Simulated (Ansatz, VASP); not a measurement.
## MgO: VASP beside Ansatz

```
Mg O
1.0
     3.41910    0.00000    0.00000
    -1.70955    2.96103    0.00000
     0.00000    0.00000    5.32060
Mg O
2 2
Direct
  0.33333 0.66667 0.00366
  0.66667 0.33333 0.50366
  0.33333 0.66667 0.40094
  0.66667 0.33333 0.90094
```

Alike in both runs: task single point; functional PBEsol; k mesh 9 × 9 × 6; occupations gaussian, width 0.05 eV; no spin polarisation.

|  | VASP | Ansatz |
| --- | --- | --- |
| version | VASP 6.6.1 | Ansatz 0.2.0 |
| potentials or method | VASP PAW PBE potentials, release 64 (Mg, O), cutoff 520 eV | scalar-relativistic, plane waves, PAW |
| valence electrons in the cell | 16 | 32 |

Ansatz gave:

| Item | Value |
| --- | --- |
| gap on the k mesh at the Fermi level (eV) | 2.75 |
| least direct gap on the mesh (eV) | 2.75 |
| pressure (GPa) | -11.6 |
| traceless stress, the component that is largest in VASP (GPa) | -0.72 |
| rms of the force components (eV/Å) | 0.115 |

Question: Which values does VASP return?

Answer: gap on the k mesh at the Fermi level (eV): 2.74; least direct gap on the mesh (eV): 2.74; pressure (GPa): -12.0; traceless stress, the component that is largest in VASP (GPa): -0.69; rms of the force components (eV/Å): 0.117.

VASP's potentials were made for PBE, not for PBEsol, and Ansatz warns of the same on its side. Atom by atom the forces differ by 0.001 eV/Å (rms over components). VASP's potentials hold 16 valence electrons a cell and Ansatz's 32, so a difference there can come from the potentials and not from the codes.
